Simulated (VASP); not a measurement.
# Zn (Fm-3m) in VASP: further runs

Runs on Zn. Level: PBE. Tasks: single point.

Everything below comes from runs of VASP 6.6.1. Logs are shortened: lines on timing, memory, paths and dates and some standing lists are left out, and cuts for length are marked.

## (1) The cell of the first run

Symmetry: Fm-3m, No. 225, cubic system. Conventional cell: a = 3.930 Å, b = 3.930 Å, c = 3.930 Å, α = 90.00°, β = 90.00°, γ = 90.00°. Zn (site symmetry m-3m) has 12 Zn at 2.78 Å within 3.7 Å.

## (2) Single point, PBE

The input, INCAR:

```
ALGO = Normal ; EDIFF = 1E-6
ENCUT = 520 ; GGA = PE
ISIF = 2 ; ISMEAR = 0
LASPH = T ; LCHARG = F
LREAL = F ; LWAVE = F
NBANDS = 12 ; NELM = 100
PREC = Accurate ; SIGMA = 0.019000000000000003
```

The input, KPOINTS:

```
k-points
0
Gamma
  12 12 12
```

The input, POSCAR:

```
Zn
1.0
    0.0000000000      1.9647760000      1.9647760000
    1.9647760000      0.0000000000      1.9647760000
    1.9647760000      1.9647760000      0.0000000000
Zn
1
Direct
    0.0000000000      0.0000000000      0.0000000000
```

Potentials or basis: VASP PAW PBE potentials, release 64 (Zn).

The run is started by

```console
$ cat potpaw_PBE.64/Zn/POTCAR > POTCAR
$ mpirun -np 1 vasp_std > vasp.out
```

OUTCAR:

```text
EDIFF = 1E-6
   ENCUT = 520
   GGA = PE
   ISIF = 2
   ISMEAR = 0
   LASPH = T
   LREAL = F
   NELM = 100
   PREC = Accurate

 ion  position               nearest neighbor table
   1  0.000  0.000  0.000-

  LATTYP: Found a face centered cubic cell.
 ALAT       =     3.9295520000

  Lattice vectors:

 A1 = (   0.0000000000,   1.9647760000,   1.9647760000)
 A2 = (   1.9647760000,   0.0000000000,   1.9647760000)
 A3 = (   1.9647760000,   1.9647760000,   0.0000000000)

Analysis of symmetry for initial positions (statically):
=====================================================================
 Subroutine PRICEL returns:
 Original cell was already a primitive cell.

 Routine SETGRP: Setting up the symmetry group for a
 face centered cubic supercell.

 Subroutine GETGRP returns: Found 48 space group operations
 (whereof 48 operations were pure point group operations)
 out of a pool of 48 trial point group operations.

The static configuration has the point symmetry O_h .

Analysis of symmetry for dynamics (positions and initial velocities):
=====================================================================
 Subroutine PRICEL returns:
 Original cell was already a primitive cell.

 Routine SETGRP: Setting up the symmetry group for a
 face centered cubic supercell.

 Subroutine GETGRP returns: Found 48 space group operations
 (whereof 48 operations were pure point group operations)
 out of a pool of 48 trial point group operations.

The dynamic configuration has the point symmetry O_h .

 Subroutine INISYM returns: Found 48 space group operations
 (whereof 48 operations are pure point group operations),
 and found     1 'primitive' translations

----------------------------------------------------------------------------------------

                                     Primitive cell

  volume of cell :      15.1694

  direct lattice vectors                    reciprocal lattice vectors
     0.000000000  1.964776000  1.964776000    -0.254481936  0.254481936  0.254481936
     1.964776000  0.000000000  1.964776000     0.254481936 -0.254481936  0.254481936
     1.964776000  1.964776000  0.000000000     0.254481936  0.254481936 -0.254481936

  length of vectors
     2.778612866  2.778612866  2.778612866     0.440775643  0.440775643  0.440775643

  position of ions in fractional coordinates (direct lattice)
     0.000000000  0.000000000  0.000000000

  ion indices of the primitive-cell ions
   primitive index   ion index
                 1           1

----------------------------------------------------------------------------------------

 KPOINTS: k-points

Automatic generation of k-mesh.
 Grid dimensions read from file:
 generate k-points for:   12   12   12

 Generating k-lattice:

  Cartesian coordinates                     Fractional coordinates (reciprocal lattice)
    -0.021206828  0.021206828  0.021206828     0.083333333  0.000000000  0.000000000
     0.021206828 -0.021206828  0.021206828     0.000000000  0.083333333  0.000000000
     0.021206828  0.021206828 -0.021206828     0.000000000  0.000000000  0.083333333

  Length of vectors
     0.036731304  0.036731304  0.036731304

  Shift w.r.t. Gamma in fractional coordinates (k-lattice)
     0.000000000  0.000000000  0.000000000

 Subroutine IBZKPT returns following result:
 ===========================================

 Found     72 irreducible k-points:

 Following reciprocal coordinates:
            Coordinates               Weight
  0.000000  0.000000  0.000000      1.000000
  0.083333  0.000000  0.000000      8.000000
  0.166667  0.000000  0.000000      8.000000
  0.250000  0.000000  0.000000      8.000000
  0.333333  0.000000  0.000000      8.000000
  0.416667  0.000000  0.000000      8.000000
[... 16 lines left out ...]
  0.500000  0.166667  0.000000     24.000000
 -0.416667  0.166667  0.000000     24.000000
 [... further k-points ...]
   k-points           NKPTS =     72   k-points in BZ     NKDIM =     72   number of bands    NBANDS=     12
   number of dos      NEDOS =    301   number of ions     NIONS =      1
   total plane-waves  NPLWV =  13824
   dimension x,y,z NGX =    24 NGY =   24 NGZ =   24
   dimension x,y,z NGXF=    48 NGYF=   48 NGZF=   48
   ions per type =               1
   NGX,Y,Z   is equivalent  to a cutoff of  14.36, 14.36, 14.36 a.u.
   NGXF,Y,Z  is equivalent  to a cutoff of  28.72, 28.72, 28.72 a.u.
 SYSTEM =  unknown system
   PREC   = accura    normal or accurate (medium, high low for compatibility)
   ISTART =      0    job   : 0-new  1-cont  2-samecut
   ICHARG =      2    charge: 1-file 2-atom 10-const
   ISPIN  =      1    spin polarized calculation?
   LNONCOLLINEAR =      F non collinear calculations
   LSORBIT =      F    spin-orbit coupling
   LASPH  =      T    aspherical Exc in radial PAW
   ENCUT  =  520.0 eV  38.22 Ry    6.18 a.u.   5.17  5.17  5.17*2*pi/ulx,y,z
   NELM   =    100;   NELMIN=  2; NELMDL= -5     # of ELM steps
   EDIFF  = 0.1E-05   stopping-criterion for ELM
   LREAL  =      F    real-space projection
   EDIFFG = 0.1E-04   stopping-criterion for IOM
   NSW    =      0    number of steps for IOM
   IBRION =     -1    ionic relax: 0-MD 1-quasi-New 2-CG
   NFREE  =      0    steps in history (QN), initial steepest desc. (CG)
   ISIF   =      2    stress and relaxation
   ISYM   =      2    0-nonsym 1-usesym 2-fastsym
   POTIM  = 0.5000    time-step for ionic-motion
   TEBEG  =    0.0;   TEEND  =   0.0 temperature during run
   PSTRESS=    0.0 pullay stress
   NELECT =      12.0000    total number of electrons
   NUPDOWN=      -1.0000    fix difference up-down
   EMIN   =  10.00;   EMAX   =-10.00  energy-range for DOS
   EFERMI =   0.00;   METHOD = LEGACY
   ISMEAR =     0;   SIGMA  =   0.02  broadening in eV -4-tet -1-fermi 0-gaus
   EFERMI_NEDOS =   21; number of points for ismear=-14 and -15
   IALGO  =     38    algorithm
   IMIX   =      4    mixing-type and parameters
     AMIX     =   0.40;   BMIX     =  1.00
     AMIX_MAG =   1.60;   BMIX_MAG =  1.00
  volume/ion in A,a.u.               =      15.17       102.37
  Fermi-wavevector in a.u.,A,eV,Ry     =   1.514069  2.861175 31.190044  2.292404
  Thomas-Fermi vector in A             =   2.623775
   LORBIT       =      0    0 simple, 1 ext, 2 COOP (PROOUT), +10 PAW based schemes
   GGA     = PE    functional components
   LHFCALC =     F    Hartree Fock is set to
   AEXX    =    0.0000 exact exchange contribution
   IVDW    =     0    specifies the selected vdW correction
   LEPSILON=     F    determine dielectric tensor
   LRPA    =     F    only Hartree local field effects (RPA)
 non-spin polarized calculation
 Gauss-broadening in eV      SIGMA  =   0.02
  energy-cutoff  :      520.00
  volume of cell :       15.17
 maximum number of plane-waves:       424
 NGX is ok and might be reduce to    24
   NGX = 11   NGY = 11   NGZ = 11

 number of electron      12.0000008 magnetization

 Free energy of the ion-electron system (eV)
  ---------------------------------------------------
  ext. energy  EPLUGINS =         0.00000000
  ---------------------------------------------------
  free energy    TOTEN  =        -1.07545708 eV

  energy without entropy =       -1.07524695  energy(sigma->0) =       -1.07535202

 E-fermi :   3.0636     XC(G=0): -11.5773

 val. band max:        2.9267318383   @ k =  -0.4167   0.3333   0.0000
 cond. band min:       3.0638356888   @ k =  -0.4167   0.0833   0.0000
 fundamental gap:      0.1371038504
 Fermi energy:         3.0635662297

 k-point     1 :       0.0000    0.0000    0.0000
  band No.  band energies     occupation
      1      -7.2708      2.00000
      2      -4.5405      2.00000
      3      -4.5405      2.00000
      4      -4.5405      2.00000
      5      -4.1612      2.00000
      6      -4.1612      2.00000
      7      21.3535      0.00000
      8      21.3535      0.00000
      9      21.3535      0.00000
     10      21.9758      0.00000
     11      24.1300      0.00000
     12      24.1300      0.00000

 k-point     2 :       0.0833    0.0000    0.0000
  band No.  band energies     occupation
      1      -7.0619      2.00000
      2      -4.5568      2.00000
      3      -4.5174      2.00000
      4      -4.5174      2.00000
      5      -4.1674      2.00000
      6      -4.1674      2.00000
      7      18.2740      0.00000
      8      20.7458      0.00000
      9      20.7458      0.00000
     10      21.7341      0.00000
     11      25.0921      0.00000
     12      25.0921      0.00000

 k-point     3 :       0.1667    0.0000    0.0000
  band No.  band energies     occupation
      1      -6.4614      2.00000
      2      -4.5721      2.00000
      3      -4.4714      2.00000
      4      -4.4714      2.00000
      5      -4.1659      2.00000
      6      -4.1659      2.00000
      7      14.2158      0.00000
      8      19.8237      0.00000
      9      19.8237      0.00000
     10      21.5220      0.00000
     11      26.7193      0.00000
     12      26.7830      0.00000

 k-point     4 :       0.2500    0.0000    0.0000
  band No.  band energies     occupation
      1      -5.6627      2.00000
      2      -4.4612      2.00000
      3      -4.4612      2.00000
      4      -4.3759      2.00000
      5      -4.1083      2.00000
      6      -4.1083      2.00000
      7      10.3967      0.00000
      8      19.0971      0.00000
      9      19.0971      0.00000
     10      21.2196      0.00000
     11      24.9546      0.00000
     12      24.9546      0.00000

 k-point     5 :       0.3333    0.0000    0.0000
  band No.  band energies     occupation
      1      -5.2955      2.00000
      2      -4.4944      2.00000
      3      -4.4944      2.00000
      4      -4.0037      2.00000
      5      -4.0037      2.00000
      6      -3.3219      2.00000
      7       6.9106      0.00000
      8      18.6310      0.00000
      9      18.6310      0.00000
     10      20.8860      0.00000
     11      23.3927      0.00000
     12      23.3927      0.00000

 k-point     6 :       0.4167    0.0000    0.0000
  band No.  band energies     occupation
      1      -5.2657      2.00000
      2      -4.5308      2.00000
      3      -4.5308      2.00000
      4      -3.9127      2.00000
      5      -3.9127      2.00000
      6      -1.5153      2.00000
      7       3.8174      0.00000
      8      18.3982      0.00000
      9      18.3982      0.00000
     10      20.6206      0.00000
     11      22.3862      0.00000
     12      22.3862      0.00000

 k-point     7 :       0.5000    0.0000    0.0000
  band No.  band energies     occupation
      1      -5.2726      2.00000
      2      -4.5454      2.00000
      3      -4.5454      2.00000
      4      -3.8776      2.00000
      5      -3.8776      2.00000
      6       0.1853      2.00000
      7       1.7018      2.00000
      8      18.3338      0.00000
      9      18.3338      0.00000
     10      20.5192      0.00000
     11      22.0340      0.00000
     12      22.0340      0.00000

 k-point     8 :       0.0833    0.0833    0.0000
  band No.  band energies     occupation
      1      -6.9923      2.00000
      2      -4.5817      2.00000
      3      -4.4991      2.00000
      4      -4.4991      2.00000
      5      -4.1974      2.00000
      6      -4.1433      2.00000
      7      19.3051      0.00000
      8      19.3051      0.00000
      9      20.3037      0.00000
     10      20.5362      0.00000
     11      26.1826      0.00000
     12      26.3770      0.00000
[... 166 lines left out ...]
 k-point    20 :       0.2500    0.1667    0.0000
  band No.  band energies     occupation
      1      -5.5794      2.00000
      2      -4.7515      2.00000
      3      -4.3857      2.00000
      4      -4.3211      2.00000
      5      -4.0875      2.00000
      6      -4.0484      2.00000
      7      13.4908      0.00000
      8      15.7272      0.00000
      9      17.9352      0.00000
     10      18.6155      0.00000
     11      20.3727      0.00000
     12      29.8735      0.00000

 k-point    21 :       0.3333    0.1667    0.0000
  band No.  band energies     occupation
      1      -5.1014      2.00000
      2      -4.6848      2.00000
      3      -4.4527      2.00000
      4      -4.3181      2.00000
      5      -3.9644      2.00000
      6      -3.3771      2.00000
      7       9.8486      0.00000
      8      15.1488      0.00000
      9      16.3409      0.00000
     10      17.8173      0.00000
     11      22.9075      0.00000
     12      29.1602      0.00000

 k-point    22 :       0.4167    0.1667    0.0000
  band No.  band energies     occupation
      1      -5.0518      2.00000
      2      -4.5947      2.00000
      3      -4.3890      2.00000
      4      -4.3511      2.00000
      5      -3.8882      2.00000
      6      -1.9261      2.00000
      7       6.5079      0.00000
      8      14.6669      0.00000
      9      15.0210      0.00000
     10      17.7141      0.00000
     11      25.7766      0.00000
     12      27.5544      0.00000

 k-point    23 :       0.5000    0.1667    0.0000
  band No.  band energies     occupation
      1      -5.0619      2.00000
      2      -4.6261      2.00000
      3      -4.3859      2.00000
      4      -4.2502      2.00000
      5      -3.8684      2.00000
      6       0.0611      2.00000
      7       3.5545      0.00000
      8      13.3644      0.00000
      9      15.3606      0.00000
     10      17.9359      0.00000
     11      26.3363      0.00000
     12      27.1569      0.00000

 k-point    24 :      -0.4167    0.1667    0.0000
  band No.  band energies     occupation
      1      -5.0464      2.00000
      2      -4.6290      2.00000
      3      -4.4024      2.00000
      4      -4.1937      2.00000
      5      -3.9216      2.00000
      6       0.7915      2.00000
      7       2.7010      2.00000
      8      12.4711      0.00000
      9      16.1658      0.00000
     10      18.4926      0.00000
     11      25.5038      0.00000
     12      26.5933      0.00000

 [... further k-points ...]
[... 5 lines left out ...]
  --------------------------------------------------------------------------------------
  -------------------------------------------------------------------------------------
  Total        0.0267795      0.0267795      0.0267795     -0.0000000     -0.0000000      0.0000000
  in kB        2.8284240      2.8284240      2.8284240     -0.0000000     -0.0000000      0.0000000
  external PRESSURE =       2.8284240 kB  Pullay stress =       0.0000000 kB

 VOLUME and BASIS-vectors are now :
 -----------------------------------------------------------------------------
  energy-cutoff  :      520.00
  volume of cell :       15.17
      direct lattice vectors                 reciprocal lattice vectors
     0.000000000  1.964776000  1.964776000    -0.254481936  0.254481936  0.254481936
     1.964776000  0.000000000  1.964776000     0.254481936 -0.254481936  0.254481936
     1.964776000  1.964776000  0.000000000     0.254481936  0.254481936 -0.254481936

 POSITION                                       TOTAL-FORCE (eV/Angst)
 -----------------------------------------------------------------------------------
      0.00000      0.00000      0.00000        -0.000000      0.000000     -0.000000
 -----------------------------------------------------------------------------------
    total drift:                                0.000000      0.000000     -0.000000

  FREE ENERGIE OF THE ION-ELECTRON SYSTEM (eV)
  ---------------------------------------------------
  free  energy   TOTEN  =        -1.0754570769 eV

  energy  without entropy=       -1.0752469545  energy(sigma->0) =       -1.07535202
```

Wall time 12 s (1 thread of Intel Xeon 8259CL, shared host); peak memory 0.14 GiB.

Results:

```yaml
Free_energy: -1.0755 eV
Pressure: 0.3 GPa
Band_gap_on_the_k_mesh: zero (band 6 reaches 5.33 eV, above the bottom of band 7 at 1.70 eV)
```

## (3) Single point, PBE

The input, INCAR:

```
PREC = Accurate
ENCUT = 520
EDIFF = 1E-7
ISMEAR = 0
SIGMA = 0.02
LREAL = False
LASPH = True
NELM = 80
ALGO = Fast
ISIF = 2
LWAVE = False
LCHARG = False
GGA = PE
NBANDS = 12
```

The input, KPOINTS:

```
regular mesh
0
Gamma
  12 12 12
```

POSCAR is that of step 2.

Potentials or basis: VASP PAW PBE potentials, release 64 (Zn).

The run is started by

```console
$ cat potpaw_PBE.64/Zn/POTCAR > POTCAR
$ mpirun -np 1 vasp_std > vasp.out
```

Wall time 16 s (1 thread of Intel Xeon 8259CL, shared host); peak memory 0.14 GiB.

Results (log left out):

| Quantity | Value |
| --- | --- |
| Free energy | -1.0755 eV |
| Pressure | 0.2 GPa |
| Band gap on the k mesh | zero (band 6 reaches 5.33 eV, above the bottom of band 7 at 1.70 eV) |

Levels at points of the mesh, in eV from the Fermi level:
| k point | band 4 | band 5 | band 6 | band 7 | band 8 | band 9 |
| --- | --- | --- | --- | --- | --- | --- |
| (0.00, 0.00, 0.00) | -7.60 | -7.22 | -7.22 | 18.29 | 18.29 | 18.29 |
| (0.50, 0.00, 0.00) | -6.94 | -6.94 | -2.88 | -1.36 | 15.27 | 15.27 |
| (0.50, 0.50, 0.00) | -6.87 | -6.87 | -0.97 | 1.75 | 8.45 | 8.45 |

(Continued in part 2 of 2.)
